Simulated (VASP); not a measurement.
# Cs2TeH6SO10 (P1) in VASP: notebook, part 3 of 3

VASP 6.6.1. The steps go on from the part before.

### Step 5. Single point, PBE+D3(BJ)

Input file INCAR:

```
PREC = Accurate
ENCUT = 520
EDIFF = 1E-6
ISMEAR = -1
SIGMA = 0.05
LREAL = Auto
LASPH = True
NELM = 60
ALGO = Normal
ISIF = 2
LWAVE = False
LCHARG = False
GGA = PE
IVDW = 12
NBANDS = 64
```

Input file KPOINTS:

```
Automatic mesh
0
Gamma
  2 2 2
```

Input file POSCAR:

```
Cs2TeH6SO10
1.0
    3.7395000000      2.1590010000      5.5456670000
   -3.7395000000      2.1590010000      5.5456670000
    0.0000000000     -4.3180030000      5.5456670000
Cs Te H S O
2 1 6 1 10
Direct
    0.2718263841      0.3124467879      0.2433639724
    0.7316540974      0.7575933941      0.7855915856
    0.0051671386      0.0365082270      0.0358446152
    1.2864430842      0.7747169176     -0.2604568582
   -0.1125902561      1.1276290245      0.7435774630
    0.6715710967     -0.1289102511      1.2881198342
    0.8062850411      0.3775111408      0.1848579403
    0.1598557649      0.9280868119      0.3138184738
    0.2991505527      0.1634907051      0.7499631052
    0.5166794797      0.5525933719      0.5304445494
    1.1218109938      0.8096569625     -0.0822043780
   -0.0829580072      1.2304261351      0.7766286489
    0.7502744239     -0.0157370750      1.1496904636
    0.4825637948      0.4794885174      0.3871632104
    0.7400732356      0.5867104865      0.4426878311
    0.3296641335      0.7898860883      0.5396730962
    0.5167314820      0.4125731721      0.7560832352
    0.9470135862      0.3275457429      0.0884146829
    0.0333188952      0.9071790369      0.3456773828
    0.2996776177      0.0819212331      0.9110860508
```

Launch:

```
cat potpaw_PBE.64/Cs_sv/POTCAR potpaw_PBE.64/Te/POTCAR potpaw_PBE.64/H/POTCAR potpaw_PBE.64/S/POTCAR potpaw_PBE.64/O/POTCAR > POTCAR
mpirun -np 1 vasp_std > vasp.out
```

It took 6.6 min on 1 thread of Oxide Virtual Turin-like, shared host; peak memory 0.4 GiB.

It converged, with:

```yaml
Free_energy: -102.6423 eV
Pressure: 5.3 GPa
Largest_force: 8.001 eV/Å
Band_gap_on_the_k_mesh: 2.80 eV
Dispersion_energy_per_atom: -0.109 eV
```

Forces on the atoms (eV/Å):
```
Cs  -0.356  0.130  0.052
Cs   0.425 -0.042  0.092
Te   1.144  2.025  5.290
H   -1.933 -0.126 -0.823
H   -0.261  0.278 -0.491
H    1.209  1.892  1.009
H   -1.535 -1.743 -0.057
H    3.371  2.591  5.214
H    0.525 -1.327  1.232
S    0.194  0.190  3.162
O    2.905  0.424 -1.234
O   -0.202  1.044  0.654
O   -3.918 -5.675 -4.058
O    0.251 -0.027 -0.901
O   -1.284  1.613 -0.707
O    2.050 -0.798  0.901
O   -0.996 -1.312 -1.558
O    1.335  1.137 -1.182
O   -2.791 -1.992 -5.790
O   -0.133  1.719 -0.805
```

Stress tensor (GPa, compression positive):
```
4.89 2.99 3.38
2.99 5.01 4.80
3.38 4.80 5.90
```

Levels at points of the mesh, in eV from the valence-band top:
| k point | band 44 | band 45 | band 46 | band 47 | band 48 | band 49 | band 50 | band 51 | band 52 | band 53 |
| --- | --- | --- | --- | --- | --- | --- | --- | --- | --- | --- |
| (0.00, 0.00, 0.00) | -1.15 | -0.89 | -0.74 | -0.61 | 0.00 | 2.80 | 5.04 | 6.06 | 6.28 | 6.59 |
| (0.50, 0.00, 0.00) | -1.14 | -0.87 | -0.71 | -0.67 | -0.04 | 3.27 | 5.14 | 6.03 | 6.39 | 6.69 |
| (0.00, 0.50, 0.00) | -1.10 | -0.92 | -0.76 | -0.60 | -0.03 | 3.25 | 5.66 | 5.79 | 6.35 | 6.64 |
| (0.00, 0.00, 0.50) | -1.10 | -0.87 | -0.74 | -0.63 | -0.07 | 3.28 | 5.33 | 5.92 | 6.26 | 6.73 |
| (0.50, 0.50, 0.00) | -1.09 | -0.80 | -0.76 | -0.67 | -0.03 | 3.32 | 5.58 | 6.09 | 6.33 | 6.50 |
| (0.50, 0.00, 0.50) | -1.04 | -0.82 | -0.77 | -0.66 | -0.09 | 3.33 | 5.51 | 5.85 | 5.96 | 6.61 |
| (0.00, 0.50, 0.50) | -1.15 | -0.87 | -0.74 | -0.61 | -0.04 | 3.35 | 5.52 | 5.98 | 6.18 | 6.58 |
| (0.50, 0.50, 0.50) | -1.14 | -0.92 | -0.79 | -0.55 | -0.02 | 3.30 | 5.40 | 5.81 | 6.35 | 6.58 |

Caveat: the k points lie up to 0.52 Å⁻¹ apart; spin-orbit coupling is left out, which moves the levels of the heavy elements; forces of over 1 eV/Å act on the atoms, so gaps and moduli don't describe the material at rest.

### Step 6. Single point, PBE+D3(BJ)

Input file INCAR:

```
SYSTEM = Cs2TeH6SO10
PREC = Accurate ; ENCUT = 520
EDIFF = 1E-6 ; ISMEAR = -1
SIGMA = 0.05 ; LREAL = Auto
LASPH = .TRUE. ; NELM = 60
ALGO = Normal ; ISIF = 2
LWAVE = .FALSE. ; LCHARG = .FALSE.
GGA = PE ; IVDW = 12
NBANDS = 64
```

Input file KPOINTS:

```
regular mesh
0
G
  2 2 2
  0 0 0
```

Input file POSCAR:

```
Cs2TeH6SO10
1.0
    3.7395000000      2.1590010000      5.5456670000
   -3.7395000000      2.1590010000      5.5456670000
    0.0000000000     -4.3180030000      5.5456670000
Cs Te H S O
2 1 6 1 10
Direct
    0.2653590176      0.3029308855      0.2472296728
    0.7393982182      0.7605240371      0.7858803362
    0.0046372224      0.0426904381      0.0346642803
    1.2106113003      0.8037922068     -0.2202640465
   -0.2135838372      1.3442180080      0.7863218959
    0.7125754436     -0.1663655913      1.2511032571
    0.7862219064      0.3161858054      0.2619728037
    0.1744256270      0.7770730398      0.2961059946
    0.2727167786      0.2291548050      0.8277069865
    0.5259071945      0.5652440043      0.5216755360
    1.1280179147      0.7548931654     -0.0437454757
   -0.0544689762      1.2585675260      0.7379221305
    0.6939671553      0.0099452272      1.1750680900
    0.4950128827      0.4758124549      0.3856210556
    0.7496027502      0.6005988727      0.4098391441
    0.3480586327      0.7937599297      0.5431185245
    0.5245257574      0.4005787057      0.7333254426
    0.8947982497      0.3156833948      0.1080432507
    0.0346273015      0.9041018301      0.3330746027
    0.3098617085      0.0716480436      0.9136816108
```

Potentials or basis: VASP PAW PBE potentials, release 64 (Cs_sv, Te, H, S, O).

Launch:

```
cat potpaw_PBE.64/Cs_sv/POTCAR potpaw_PBE.64/Te/POTCAR potpaw_PBE.64/H/POTCAR potpaw_PBE.64/S/POTCAR potpaw_PBE.64/O/POTCAR > POTCAR
mpirun -np 1 vasp_std > vasp.out
```

Run time: 6.6 min. Hardware: 1 thread of Oxide Virtual Turin-like, shared host; peak memory 0.4 GiB.

It converged, with:

```
Free energy                : -105.1334 eV
Pressure                   : -0.8 GPa
Largest force              : 2.886 eV/Å
Band gap on the k mesh     : 2.24 eV (least direct gap 2.28 eV)
Dispersion energy per atom : -0.109 eV
```

Forces on the atoms (eV/Å):
```
Cs  -0.126 -0.431 -0.009
Cs  -0.056  0.119  0.320
Te  -1.384 -0.686 -2.086
H    0.535 -1.123 -0.086
H    0.512  0.117 -0.687
H   -0.728  0.784  1.123
H    0.242  0.993 -0.629
H   -1.111 -1.044  0.952
H    0.426  0.502  0.465
S   -2.039  1.619  0.395
O   -1.532  1.553  1.152
O    1.156 -1.188  0.762
O    1.844  0.775  0.013
O   -0.843  0.359 -0.865
O   -0.371  0.391  0.194
O    2.088 -0.162 -0.640
O    0.441 -2.554  0.959
O   -0.721 -0.550  0.440
O    2.584  0.951 -0.864
O   -0.917 -0.425 -0.910
```

Stress tensor (GPa, compression positive):
```
-2.77 -1.79  2.05
-1.79  0.34 -0.52
 2.05 -0.52  0.01
```

Levels at points of the mesh, in eV from the valence-band top:
```tsv
k point	band 45	band 46	band 47	band 48	band 49	band 50	band 51	band 52
(0.00, 0.00, 0.00)	-0.70	-0.20	-0.09	-0.03	2.24	5.33	6.16	6.53
(0.50, 0.00, 0.00)	-0.62	-0.18	-0.10	-0.06	2.55	5.77	6.49	6.55
(0.00, 0.50, 0.00)	-0.69	-0.19	-0.14	-0.04	2.53	5.74	6.33	6.68
(0.00, 0.00, 0.50)	-0.66	-0.22	-0.14	0.00	2.49	5.91	6.13	6.58
(0.50, 0.50, 0.00)	-0.61	-0.17	-0.12	-0.04	2.55	6.14	6.29	6.60
(0.50, 0.00, 0.50)	-0.62	-0.19	-0.14	-0.05	2.56	5.87	6.42	6.63
(0.00, 0.50, 0.50)	-0.63	-0.21	-0.15	-0.01	2.56	6.17	6.37	6.63
(0.50, 0.50, 0.50)	-0.62	-0.20	-0.13	-0.04	2.46	5.76	6.36	6.46
```

Caveat: the k points lie up to 0.52 Å⁻¹ apart; the atoms stand as in a frame of molecular dynamics; spin-orbit coupling is left out, which moves the levels of the heavy elements; forces of over 1 eV/Å act on the atoms, so gaps and moduli don't describe the material at rest. A k mesh can miss the band edges.

### Step 7. Summary

```tsv
task	cell	gap on the mesh (eV)	pressure (GPa)	largest force (eV/Å)
molecular dynamics	as given, atomic positions A	-	-	-
single point	as given, atomic positions B	1.39	4.7	6.56
single point	as given, atomic positions C	1.62	-1.7	6.62
single point	as given, atomic positions A	2.80	5.3	8.00
single point	as given, atomic positions D	2.24	-0.8	2.89
```

Alike in all rows: level PBE+D3(BJ); potentials or basis VASP PAW PBE potentials, release 64 (Cs_sv, Te, H, S, O); no spin polarisation; k mesh 2 × 2 × 2; cutoff (eV) 520; smearing fermi-dirac 0.05 eV.

Caveats: all runs use coarse meshes; spin-orbit coupling is left out, which moves the levels of the heavy elements; forces of over 1 eV/Å act on the atoms, so gaps and moduli don't describe the material at rest (at least some runs); the atoms stand as in a frame of molecular dynamics (at least some runs).

Absolute energies hang on the potentials; compare differences alone.
